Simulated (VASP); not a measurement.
# ZrB2 (P6/mmm) in VASP: further runs

The runs below take ZrB2 through electric field gradients, with LDA.

All numbers are computed with VASP 6.6.1; they aren't measurements. Logs are shortened: lines on timing, memory, paths and dates and some standing lists are left out, and cuts for length are marked.

**1. The cell of the first run**

The structure is hexagonal, space group P6/mmm (No. 191). The conventional cell has a = 3.100 Å, b = 3.100 Å, c = 3.448 Å, α = 90.00°, β = 90.00°, γ = 120.00°. Within 3.3 Å of Zr (site symmetry 6/mmm) lie 12 B at 2.49 Å and 6 Zr at 3.10 Å. B (site symmetry -6m2) has 3 B at 1.79 Å within 2.4 Å.

**2. Electric field gradients, LDA (volume scaled by 0.94)**

File INCAR:

```
ALGO     = Normal         # electronic algorithm
EDIFF    = 1E-8           # SCF threshold, eV
ENCUT    = 520            # plane-wave cutoff, eV
GGA      = CA             # functional
ISIF     = 2              # what is computed and relaxed
ISMEAR   = -1             # smearing method
LASPH    = True           # aspherical terms in the spheres
LCHARG   = False          # write CHGCAR
LEFG     = True         
LREAL    = False          # projectors in reciprocal space
LWAVE    = False          # write WAVECAR
NBANDS   = 16             # bands
NELM     = 100            # most SCF steps
PREC     = Accurate       # precision mode
SIGMA    = 0.05           # smearing width, eV
```

File KPOINTS:

```
k-points
0
Gamma
  12 12 9
```

File POSCAR:

```
ZrB2
1.0
    3.1003898632      0.0000000000      0.0000000000
   -1.5501949316      2.6850163832      0.0000000000
    0.0000000000      0.0000000000      3.4481431027
Zr B
1 2
Direct
    0.0000000000      0.0000000000      0.0000000000
    0.3333333333      0.6666666667      0.5000000000
    0.6666666667      0.3333333333      0.5000000000
```

Potentials or basis: VASP PAW LDA potentials, release 64 (Zr_sv, B).

Run with:

```console
cat potpaw_LDA.64/Zr_sv/POTCAR potpaw_LDA.64/B/POTCAR > POTCAR
mpirun -np 1 vasp_std > vasp.out
```

OUTCAR:

```text
EDIFF = 1E-8
   ENCUT = 520
   GGA = CA
   ISIF = 2
   ISMEAR = -1
   LASPH = True
   LREAL = False
   NELM = 100
   PREC = Accurate

 ion  position               nearest neighbor table
   1  0.000  0.000  0.000-   2 2.49   3 2.49   2 2.49   3 2.49   3 2.49   3 2.49   2 2.49   2 2.49
                             3 2.49   3 2.49   2 2.49   2 2.49
   2  0.333  0.667  0.500-   3 1.79   3 1.79   3 1.79   1 2.49   1 2.49   1 2.49   1 2.49   1 2.49
                             1 2.49
   3  0.667  0.333  0.500-   2 1.79   2 1.79   2 1.79   1 2.49   1 2.49   1 2.49   1 2.49   1 2.49
                             1 2.49

  LATTYP: Found a hexagonal cell.
 ALAT       =     3.1003898632
 C/A-ratio  =     1.1121643583

  Lattice vectors:

 A1 = (   3.1003898632,   0.0000000000,   0.0000000000)
 A2 = (  -1.5501949316,   2.6850163832,   0.0000000000)
 A3 = (   0.0000000000,   0.0000000000,   3.4481431027)

Analysis of symmetry for initial positions (statically):
=====================================================================
 Subroutine PRICEL returns:
 Original cell was already a primitive cell.

 Routine SETGRP: Setting up the symmetry group for a
 hexagonal supercell.

 Subroutine GETGRP returns: Found 24 space group operations
 (whereof 24 operations were pure point group operations)
 out of a pool of 24 trial point group operations.

The static configuration has the point symmetry D_6h.

Analysis of symmetry for dynamics (positions and initial velocities):
=====================================================================
 Subroutine PRICEL returns:
 Original cell was already a primitive cell.

 Routine SETGRP: Setting up the symmetry group for a
 hexagonal supercell.

 Subroutine GETGRP returns: Found 24 space group operations
 (whereof 24 operations were pure point group operations)
 out of a pool of 24 trial point group operations.

The dynamic configuration has the point symmetry D_6h.

 Subroutine INISYM returns: Found 24 space group operations
 (whereof 24 operations are pure point group operations),
 and found     1 'primitive' translations

----------------------------------------------------------------------------------------

[... 137 lines left out ...]
  ---------------------------------------------------
  free energy    TOTEN  =       -27.45578121 eV

  energy without entropy =      -27.45398070  energy(sigma->0) =      -27.45488095

 E-fermi :  11.3198     XC(G=0): -12.9086

 val. band max:       11.3145136605   @ k =   0.1667   0.1667   0.1111
 cond. band min:      11.3887589250   @ k =   0.1667   0.1667   0.2222
 fundamental gap:      0.0742452645
 Fermi energy:        11.3198146145

 k-point     1 :       0.0000    0.0000    0.0000
  band No.  band energies     occupation
      1     -36.8813      2.00000
      2     -15.2663      2.00000
      3     -14.5898      2.00000
      4     -14.5898      2.00000
      5      -1.6146      2.00000
      6       8.4709      2.00000
[... 433 lines left out ...]
      3     -15.1466      2.00000
      4     -14.7881      2.00000
      5       0.5331      2.00000
      6       4.7073      2.00000
[... 8 lines left out ...]
     15      19.5555      0.00000
     16      22.6700      0.00000

 [... further k-points ...]

------------------------ aborting loop because EDIFF is reached ----------------------------------------

  FORCE on cell =-STRESS in cart. coord.  units (eV):
  Direction    XX          YY          ZZ          XY          YZ          ZX
  --------------------------------------------------------------------------------------
  -------------------------------------------------------------------------------------
  Total        1.7034869      1.7034869      1.7466580      0.0000000     -0.0000000      0.0000000
  in kB       95.0825586     95.0825586     97.4922107      0.0000000     -0.0000000      0.0000000
  external PRESSURE =      95.8857760 kB  Pullay stress =       0.0000000 kB

 VOLUME and BASIS-vectors are now :
 -----------------------------------------------------------------------------
  energy-cutoff  :      520.00
  volume of cell :       28.70
      direct lattice vectors                 reciprocal lattice vectors
     3.100389863  0.000000000  0.000000000     0.322540082  0.186218603  0.000000000
    -1.550194932  2.685016383  0.000000000     0.000000000  0.372437206  0.000000000
     0.000000000  0.000000000  3.448143103     0.000000000  0.000000000  0.290011165

 POSITION                                       TOTAL-FORCE (eV/Angst)
 -----------------------------------------------------------------------------------
      0.00000      0.00000      0.00000        -0.000000     -0.000000      0.000000
     -0.00000      1.79001      1.72407         0.000000      0.000000      0.000000
      1.55019      0.89501      1.72407        -0.000000     -0.000000      0.000000
 -----------------------------------------------------------------------------------
    total drift:                               -0.000000      0.000000      0.000000

  FREE ENERGIE OF THE ION-ELECTRON SYSTEM (eV)
  ---------------------------------------------------
  free  energy   TOTEN  =       -27.4557812101 eV

  energy  without entropy=      -27.4539806969  energy(sigma->0) =      -27.45488095

 Electric field gradients (V/A^2)
---------------------------------------------------------------------
 ion       V_xx      V_yy      V_zz      V_xy      V_xz      V_yz
---------------------------------------------------------------------
   1     -22.819   -22.819    45.638    -0.000    -0.000     0.000
   2      -0.877    -0.877     1.754    -0.000     0.000    -0.000
   3      -0.877    -0.877     1.754    -0.000     0.000    -0.000
---------------------------------------------------------------------

 Electric field gradients after diagonalization (V/A^2)
 (convention: |V_zz| > |V_xx| > |V_yy|)
----------------------------------------------------------------------
 ion       V_xx      V_yy      V_zz     asymmetry (V_yy - V_xx)/ V_zz
----------------------------------------------------------------------
   1     -22.819   -22.819    45.638       0.000
   2      -0.877    -0.877     1.754       0.000
   3      -0.877    -0.877     1.754       0.000
----------------------------------------------------------------------

           NMR quadrupolar parameters

 Cq : quadrupolar parameter    Cq=e*Q*V_zz/h
 eta: asymmetry parameters     (V_yy - V_xx)/ V_zz
 Q  : nuclear electric quadrupole moment in mb (millibarn)
----------------------------------------------------------------------
 ion       Cq(MHz)       eta       Q (mb)
----------------------------------------------------------------------
   1       0.110       0.000       1.000
   2       0.004       0.000       1.000
   3       0.004       0.000       1.000
----------------------------------------------------------------------
```

Run time: 22 s. Hardware: 1 thread of Intel Xeon 6975P-C (Granite Rapids), shared host; peak memory 0.16 GiB.

What came out:

```
Free energy            : -27.4558 eV
Pressure               : 9.6 GPa
Band gap on the k mesh : zero (band 9 reaches 12.04 eV, above the bottom of band 10 at 10.69 eV)
```

Electric field gradients, principal values (V/Å²):
```
atom    least   middle  greatest (by size)
1 Zr  -22.819  -22.819              45.638
 2 B   -0.877   -0.877               1.754
 3 B   -0.877   -0.877               1.754
```

Caveat: without QUAD_EFG the Cq values of the log hold for a quadrupole moment of 1 mb, not for the nuclei.

**3. Electric field gradients, LDA (volume scaled by 0.96)**

File INCAR:

```
PREC = Accurate ; ENCUT = 520
EDIFF = 1E-8 ; ISMEAR = -1
SIGMA = 0.05 ; LREAL = F
LASPH = T ; NELM = 60
ALGO = Normal ; ISIF = 2
LWAVE = F ; LCHARG = F
GGA = CA ; LEFG = T
NBANDS = 16
```

File KPOINTS:

```
Automatic mesh
0
Gamma
  12 12 9
```

File POSCAR:

```
ZrB2
1.0
    3.1222243140      0.0000000000      0.0000000000
   -1.5611121570      2.7039255722      0.0000000000
    0.0000000000      0.0000000000      3.4724266007
Zr B
1 2
Direct
    0.0000000000      0.0000000000      0.0000000000
    0.3333333333      0.6666666667      0.5000000000
    0.6666666667      0.3333333333      0.5000000000
```

Potentials or basis: VASP PAW LDA potentials, release 64 (Zr_sv, B).

Run with:

```console
cat potpaw_LDA.64/Zr_sv/POTCAR potpaw_LDA.64/B/POTCAR > POTCAR
mpirun -np 1 vasp_std > vasp.out
```

OUTCAR:

```text
PREC = Accurate
   ENCUT = 520
   EDIFF = 1E-8
   ISMEAR = -1
   LREAL = F
   LASPH = T
   NELM = 60
   ISIF = 2
   GGA = CA

 ion  position               nearest neighbor table
   1  0.000  0.000  0.000-   2 2.50   3 2.50   2 2.50   3 2.50   2 2.50   2 2.50   3 2.50   3 2.50
                             3 2.50   3 2.50   2 2.50   2 2.50
   2  0.333  0.667  0.500-   3 1.80   3 1.80   3 1.80   1 2.50   1 2.50   1 2.50   1 2.50   1 2.50
                             1 2.50
   3  0.667  0.333  0.500-   2 1.80   2 1.80   2 1.80   1 2.50   1 2.50   1 2.50   1 2.50   1 2.50
                             1 2.50

  LATTYP: Found a hexagonal cell.
 ALAT       =     3.1222243140
 C/A-ratio  =     1.1121643583

  Lattice vectors:

 A1 = (   3.1222243140,   0.0000000000,   0.0000000000)
 A2 = (  -1.5611121570,   2.7039255722,   0.0000000000)
 A3 = (   0.0000000000,   0.0000000000,   3.4724266007)

Analysis of symmetry for initial positions (statically):
=====================================================================
 Subroutine PRICEL returns:
 Original cell was already a primitive cell.

 Routine SETGRP: Setting up the symmetry group for a
 hexagonal supercell.

 Subroutine GETGRP returns: Found 24 space group operations
 (whereof 24 operations were pure point group operations)
 out of a pool of 24 trial point group operations.

The static configuration has the point symmetry D_6h.

Analysis of symmetry for dynamics (positions and initial velocities):
=====================================================================
 Subroutine PRICEL returns:
 Original cell was already a primitive cell.

 Routine SETGRP: Setting up the symmetry group for a
 hexagonal supercell.

 Subroutine GETGRP returns: Found 24 space group operations
 (whereof 24 operations were pure point group operations)
 out of a pool of 24 trial point group operations.

The dynamic configuration has the point symmetry D_6h.

 Subroutine INISYM returns: Found 24 space group operations
 (whereof 24 operations are pure point group operations),
 and found     1 'primitive' translations

----------------------------------------------------------------------------------------

                                     Primitive cell

  volume of cell :      29.3151

  direct lattice vectors                    reciprocal lattice vectors
     3.122224314  0.000000000  0.000000000     0.320284483  0.184916332  0.000000000
    -1.561112157  2.703925572  0.000000000     0.000000000  0.369832665  0.000000000
     0.000000000  0.000000000  3.472426601     0.000000000  0.000000000  0.287983049

  length of vectors
     3.122224314  3.122224314  3.472426601     0.369832665  0.369832665  0.287983049

  position of ions in fractional coordinates (direct lattice)
     0.000000000  0.000000000  0.000000000
     0.333333333  0.666666667  0.500000000
     0.666666667  0.333333333  0.500000000

  ion indices of the primitive-cell ions
   primitive index   ion index
[... 85 lines left out ...]
   PSTRESS=    0.0 pullay stress
   NELECT =      18.0000    total number of electrons
   NUPDOWN=      -1.0000    fix difference up-down
   EMIN   =  10.00;   EMAX   =-10.00  energy-range for DOS
   EFERMI =   0.00;   METHOD = LEGACY
   ISMEAR =    -1;   SIGMA  =   0.05  broadening in eV -4-tet -1-fermi 0-gaus
   EFERMI_NEDOS =   21; number of points for ismear=-14 and -15
   IALGO  =     38    algorithm
   IMIX   =      4    mixing-type and parameters
     AMIX     =   0.40;   BMIX     =  1.00
     AMIX_MAG =   1.60;   BMIX_MAG =  1.00
  volume/ion in A,a.u.               =       9.77        65.94
  Fermi-wavevector in a.u.,A,eV,Ry     =   1.391452  2.629464 26.342782  1.936140
  Thomas-Fermi vector in A             =   2.515290
   LORBIT       =      0    0 simple, 1 ext, 2 COOP (PROOUT), +10 PAW based schemes
   GGA     = CA    functional components
   LHFCALC =     F    Hartree Fock is set to
   AEXX    =    0.0000 exact exchange contribution
   IVDW    =     0    specifies the selected vdW correction
   LEPSILON=     F    determine dielectric tensor
   LRPA    =     F    only Hartree local field effects (RPA)
 non-spin polarized calculation
  energy-cutoff  :      520.00
  volume of cell :       29.32
 maximum number of plane-waves:       808
 NGX is ok and might be reduce to    24
   NGX = 11   NGY = 11   NGZ = 13

 number of electron      18.0000000 magnetization

 Free energy of the ion-electron system (eV)
  ---------------------------------------------------
  ext. energy  EPLUGINS =         0.00000000
  ---------------------------------------------------
  free energy    TOTEN  =       -27.48111444 eV

  energy without entropy =      -27.47925896  energy(sigma->0) =      -27.48018670

 E-fermi :  11.0753     XC(G=0): -12.8094

 val. band max:       11.0720701821   @ k =   0.1667   0.1667   0.1111
 cond. band min:      11.1436497498   @ k =   0.1667   0.1667   0.2222
 fundamental gap:      0.0715795676
 Fermi energy:        11.0752761282

 k-point     1 :       0.0000    0.0000    0.0000
  band No.  band energies     occupation
      1     -37.1907      2.00000
      2     -15.5626      2.00000
      3     -14.9237      2.00000
      4     -14.9237      2.00000
      5      -1.7681      2.00000
      6       8.2694      2.00000
[... 433 lines left out ...]
      3     -15.4518      2.00000
      4     -15.1090      2.00000
      5       0.3478      2.00000
      6       4.5127      2.00000
[... 8 lines left out ...]
     15      19.1038      0.00000
     16      22.1602      0.00000

 [... further k-points ...]

------------------------ aborting loop because EDIFF is reached ----------------------------------------

  FORCE on cell =-STRESS in cart. coord.  units (eV):
  Direction    XX          YY          ZZ          XY          YZ          ZX
  --------------------------------------------------------------------------------------
  -------------------------------------------------------------------------------------
  Total        0.6158379      0.6158379      0.7219478      0.0000000     -0.0000000      0.0000000
  in kB       33.6577490     33.6577490     39.4570394      0.0000000     -0.0000000      0.0000000
  external PRESSURE =      35.5908458 kB  Pullay stress =       0.0000000 kB

 VOLUME and BASIS-vectors are now :
 -----------------------------------------------------------------------------
  energy-cutoff  :      520.00
  volume of cell :       29.32
      direct lattice vectors                 reciprocal lattice vectors
     3.122224314  0.000000000  0.000000000     0.320284483  0.184916332  0.000000000
    -1.561112157  2.703925572  0.000000000     0.000000000  0.369832665  0.000000000
     0.000000000  0.000000000  3.472426601     0.000000000  0.000000000  0.287983049

 POSITION                                       TOTAL-FORCE (eV/Angst)
 -----------------------------------------------------------------------------------
      0.00000      0.00000      0.00000         0.000000      0.000000      0.000000
     -0.00000      1.80262      1.73621        -0.000000      0.000000      0.000000
      1.56111      0.90131      1.73621         0.000000      0.000000      0.000000
 -----------------------------------------------------------------------------------
    total drift:                               -0.000000      0.000000      0.000000

  FREE ENERGIE OF THE ION-ELECTRON SYSTEM (eV)
  ---------------------------------------------------
  free  energy   TOTEN  =       -27.4811144387 eV

  energy  without entropy=      -27.4792589592  energy(sigma->0) =      -27.48018670

 Electric field gradients (V/A^2)
---------------------------------------------------------------------
 ion       V_xx      V_yy      V_zz      V_xy      V_xz      V_yz
---------------------------------------------------------------------
   1     -22.709   -22.710    45.419    -0.000     0.000    -0.000
   2      -0.879    -0.879     1.757    -0.000     0.000    -0.000
   3      -0.879    -0.879     1.757    -0.000     0.000     0.000
---------------------------------------------------------------------

 Electric field gradients after diagonalization (V/A^2)
 (convention: |V_zz| > |V_xx| > |V_yy|)
----------------------------------------------------------------------
 ion       V_xx      V_yy      V_zz     asymmetry (V_yy - V_xx)/ V_zz
----------------------------------------------------------------------
   1     -22.710   -22.709    45.419       0.000
   2      -0.879    -0.879     1.757       0.000
   3      -0.879    -0.879     1.757       0.000
----------------------------------------------------------------------

           NMR quadrupolar parameters

 Cq : quadrupolar parameter    Cq=e*Q*V_zz/h
 eta: asymmetry parameters     (V_yy - V_xx)/ V_zz
 Q  : nuclear electric quadrupole moment in mb (millibarn)
----------------------------------------------------------------------
 ion       Cq(MHz)       eta       Q (mb)
----------------------------------------------------------------------
   1       0.110       0.000       1.000
   2       0.004       0.000       1.000
   3       0.004       0.000       1.000
----------------------------------------------------------------------
```

It took 23 s on 1 thread of Intel Xeon 6975P-C (Granite Rapids), shared host; peak memory 0.16 GiB.

What came out:

| Property | Result |
| --- | --- |
| Free energy | -27.4811 eV |
| Pressure | 3.6 GPa |
| Band gap on the k mesh | zero (band 9 reaches 11.78 eV, above the bottom of band 10 at 10.45 eV) |

Stress tensor (GPa, compression positive):
```
3.37 0.00 0.00
0.00 3.37 0.00
0.00 0.00 3.95
```

Electric field gradients, principal values (V/Å²):
```tsv
atom	least	middle	greatest (by size)
1 Zr	-22.709	-22.710	45.419
2 B	-0.879	-0.879	1.757
3 B	-0.879	-0.879	1.757
```

Caveat: without QUAD_EFG the Cq values of the log hold for a quadrupole moment of 1 mb, not for the nuclei.
